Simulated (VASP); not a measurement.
Input of a VASP 6.6.1 run:

File INCAR:

```
SYSTEM = Al2Ru
  PREC = Accurate
  ENCUT = 520
  EDIFF = 1E-6
  ISMEAR = 0
  SIGMA = 0.03
  LREAL = .FALSE.
  LASPH = .TRUE.
  NELM = 60
  ALGO = Fast
  ISIF = 2
  LWAVE = .FALSE.
  LCHARG = .FALSE.
  NBANDS = 29
```

File KPOINTS:

```
regular mesh
0
G
  10 10 10
  0 0 0
```

The input POSCAR:

```
Al2Ru
1.0
    0.0000000000      4.0073087051      4.4055367132
    2.0928558210      0.0000000000      4.4055367132
    2.0928558210      4.0073087051      0.0000000000
Al Ru
4 2
Direct
    0.0788992938      0.4211007062      0.0788992938
    0.4211007062      0.0788992938      0.4211007062
    0.1711007062      0.8288992938      0.1711007062
    0.8288992938      0.1711007062      0.8288992938
    0.7500000000      0.7500000000      0.7500000000
    0.5000000000      0.5000000000      0.5000000000
```

Potentials or basis: VASP PAW LDA potentials, release 64 (Al, Ru_pv).

Command:

```sh
$ cat potpaw_LDA.64/Al/POTCAR potpaw_LDA.64/Ru_pv/POTCAR > POTCAR
$ mpirun -np 1 vasp_std > vasp.out
```

Task: What does it give for the largest force?

Result: 0.572 eV/Å.

Task: What does it give for the band gap on the k mesh?

Result: Zero (band 20 reaches 12.87 eV, above the bottom of band 21 at 12.10 eV).

Stress tensor (GPa, compression positive):
```
51.27  0.00  0.00
 0.00  9.64  0.00
 0.00  0.00  7.69
```
